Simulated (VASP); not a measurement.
**KMgF3: single point with r2SCAN**

KMgF3:

```
CELL_PARAMETERS angstrom
3.89899 0.00000 0.00000
0.00000 3.89899 0.00000
0.00000 0.00000 3.89899
ATOMIC_POSITIONS crystal
K 0.00000 0.00000 0.00000
Mg 0.50000 0.50000 0.50000
F 0.50000 0.50000 0.00000
F 0.50000 0.00000 0.50000
F 0.00000 0.50000 0.50000
```

This cell differs from its parent crystal: volume changed by -6%.

| Property | Result |
| --- | --- |
| Program | VASP 6.6.1 |
| Task | single point |
| Functional | r2SCAN |
| Potentials or basis | VASP PAW PBE potentials, release 64 (K_sv, Mg, F) |
| Cutoff | 520 eV |
| k mesh | 6 × 6 × 6 |
| Occupations | gaussian, width 0.01 eV |
| Spin | no spin polarisation |
| Dipole correction | no |
| Further INCAR settings | ALGO = Normal; EDIFF = 1e-06; NBANDS = 24 |

```
Pressure               : 5.0 GPa
Band gap on the k mesh : 8.79 eV, indirect (least direct gap 9.11 eV)
```

Levels at points of the mesh, in eV from the valence-band top:
```
           k point  band 14  band 15  band 16  band 17  band 18  band 19
(0.00, 0.00, 0.00)    -0.32    -0.32    -0.32     8.79    10.93    10.93
(0.50, 0.00, 0.00)    -0.94    -0.57    -0.57    11.45    12.08    12.19
(0.50, 0.50, 0.00)    -0.95    -0.95    -0.02    12.26    12.87    14.08
(0.50, 0.50, 0.50)     0.00     0.00     0.00    11.64    11.64    11.64
```

Run time: 54 s on 1 thread of Intel(R) Xeon(R) 6975P-C (Granite Rapids) (shared host), peak memory 0.18 GiB.

Caveat: the PAW data sets were made with another functional, which shifts forces and pressure a little. A k mesh can miss the band edges.
